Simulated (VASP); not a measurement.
Here is a VASP 6.6.1 calculation.

INCAR

```
SYSTEM = ZnO
ALGO = Normal
EDIFF = 1E-6
ENCUT = 520
GGA = RP
ISIF = 2
ISMEAR = 0
IVDW = 13
LASPH = .True.
LCHARG = .False.
LREAL = .False.
LWAVE = .False.
NBANDS = 26
NELM = 60
PREC = Accurate
SIGMA = 0.05
```

Contents of KPOINTS:

```
k-points
0
Gamma
  8 8 6
  0 0 0
```

POSCAR

```
ZnO
1.0
    3.2554257489      0.0000000000      0.0000000000
   -1.6277128744      2.8192813987      0.0000000000
    0.0000000000      0.0000000000      5.2493192708
Zn O
2 2
Direct
    0.3333333333      0.6666666667      0.0014489168
    0.6666666667      0.3333333333      0.5014489168
    0.3333333333      0.6666666667      0.3806510832
    0.6666666667      0.3333333333      0.8806510832
```

Potentials or basis: VASP PAW PBE potentials, release 64 (Zn, O).

Run with:

```console
$ cat potpaw_PBE.64/Zn/POTCAR potpaw_PBE.64/O/POTCAR > POTCAR
$ mpirun -np 1 vasp_std > vasp.out
```

Estimate the largest force.

0.004 eV/Å.

Estimate the pressure.

1.3 GPa.

Predict the band gap on the k mesh.

0.85 eV, direct.

Predict the dispersion energy per atom.

-0.502 eV.

Forces on the atoms (eV/Å):
```
Zn   0.000  0.000 -0.004
Zn   0.000  0.000 -0.004
O    0.000  0.000  0.004
O    0.000  0.000  0.004
```

Caveat: the PAW data sets were made with another functional, which shifts forces and pressure a little.

**What was measured.**

“Electronic structure of alkaline earth and post-transition metal oxides”, 2009, arxiv:0908.1581 quotes, for a bulk crystal of ZnO: band gap 3.37 eV.

Measured gap of ZnO: 3.37 eV (quoted in “Electronic structure of alkaline earth and post-transition metal oxides”, 2009, arxiv:0908.1581). This calculation gives 0.85 eV (-2.52 eV). So large a miss can be the level of theory's own, or it may mean another phase, state or a wrong row. The value is that of RPBE+D4, without temperature or zero-point motion. Semilocal functionals fall short of measured gaps as a rule.
